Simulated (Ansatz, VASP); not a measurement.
## Pb in VASP and in Ansatz

INCAR

```
PREC     = Accurate       # precision mode
ENCUT    = 520            # plane-wave cutoff, eV
EDIFF    = 1E-7           # SCF threshold, eV
ISMEAR   = 0              # smearing method
SIGMA    = 0.15           # smearing width, eV
LREAL    = False          # projectors in reciprocal space
LASPH    = True           # aspherical terms in the spheres
NELM     = 80             # most SCF steps
ALGO     = Normal         # electronic algorithm
ISIF     = 2              # what is computed and relaxed
LWAVE    = False          # write WAVECAR
LCHARG   = True           # write CHGCAR
GGA      = PE             # functional
LELF     = True           # ELF
LVHAR    = True         
NBANDS   = 13             # bands
```

KPOINTS

```
Automatic mesh
0
Gamma
  16 16 16
```

POSCAR

```
Pb
1.0
    0.0000000000      2.2722160000      2.3710080000
    2.2722160000      0.0000000000      2.3710080000
    2.2722160000      2.2722160000      0.0000000000
Pb
1
Direct
    0.0000000000      0.0000000000      0.0000000000
```

Input for Ansatz:

```yaml
crystal:
  lattice:
    - [0.0, 2.272216, 2.371008]
    - [2.272216, 0.0, 2.371008]
    - [2.272216, 2.272216, 0.0]
  atoms:
    - { symbol: Pb, position: [0.0, 0.0, 0.0] }
basis:
  ecutwfc: 420
kpoints:
  mp_grid: { grid: [16, 16, 16] }
hamiltonian:
  xc: pbe
scf:
  occupations: { method: gaussian, width: 0.15 }
output:
  forces: true
  stress: true
  eigenvalues: true
```

Change from the starting cell: strain -0.080 along x and y, -0.040 along z, atoms carried along.

Alike in both runs: task single point; functional PBE; k mesh 16 × 16 × 16; occupations gaussian, width 0.15 eV; no spin polarisation.

|  | VASP | Ansatz |
| --- | --- | --- |
| version | VASP 6.6.1 | Ansatz 0.2.0 |
| potentials or method | VASP PAW PBE potentials, release 64 (Pb_d), cutoff 520 eV | scalar-relativistic, plane waves, PAW |
| valence electrons in the cell | 14 | 14 |

Ansatz gave:

| Item | Value |
| --- | --- |
| gap on the k mesh at the Fermi level (eV) | none |
| pressure (GPa) | 20.3 |
| traceless stress, the component that is largest in VASP (GPa) | -0.46 |

Problem. Estimate VASP's values.

Solution. gap on the k mesh at the Fermi level (eV): none; pressure (GPa): 20.2; traceless stress, the component that is largest in VASP (GPa): -0.47.

A gap of «none» marks a metal or a gap that the smearing closes.

Neither program's run includes spin-orbit coupling.
